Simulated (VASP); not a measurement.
Wanted: the native input for a VASP 6.6.1 run.

```yaml
Task: single point
Functional: PBE
Potentials_or_basis: VASP PAW PBE potentials, release 64 (Ta_pv, C)
Cutoff: 520 eV
k_mesh: 12 × 12 × 12
Occupations: gaussian, width 0.1 eV
Spin: no spin polarisation
Dipole_correction: no
Further_INCAR_settings: ALGO = Normal; EDIFF = 1e-07; NBANDS = 25
```

The structure of Ta2C3 lies in POSCAR:

```
Ta2C3
1.0
    1.6050234530      0.9266607227      8.2200736568
   -1.6050234530      0.9266607227      8.2200736568
    0.0000000000     -1.8533214453      8.2200736568
Ta C
2 3
Direct
    0.3875941756      0.3875941756      0.3875941756
    0.6124058244      0.6124058244      0.6124058244
    0.0000000000      0.0000000000      0.0000000000
    0.2381824252      0.2381824252      0.2381824252
    0.7618175748      0.7618175748      0.7618175748
```

The input as run:

INCAR

```
ALGO = Normal ; EDIFF = 1E-7
ENCUT = 520 ; GGA = PE
ISIF = 2 ; ISMEAR = 0
LASPH = True ; LCHARG = False
LREAL = False ; LWAVE = False
NBANDS = 25 ; NELM = 100
PREC = Accurate ; SIGMA = 0.1
```

KPOINTS

```
k-points
0
Gamma
  12 12 12
```

Potentials or basis: VASP PAW PBE potentials, release 64 (Ta_pv, C).

The run is started by

```bash
$ cat potpaw_PBE.64/Ta_pv/POTCAR potpaw_PBE.64/C/POTCAR > POTCAR
$ mpirun -np 1 vasp_std > vasp.out
```

It gave:

```
Pressure               : 0.5 GPa
Largest force          : 0.049 eV/Å
Band gap on the k mesh : zero (bands 17 and 18 overlap by 1.27 eV)
```

Caveat: spin-orbit coupling is left out, which moves the levels of the heavy elements.

It took 14 min on 1 thread of Intel(R) Xeon(R) 6975P-C (Granite Rapids), with other jobs on the host, peak memory 0.75 GiB.
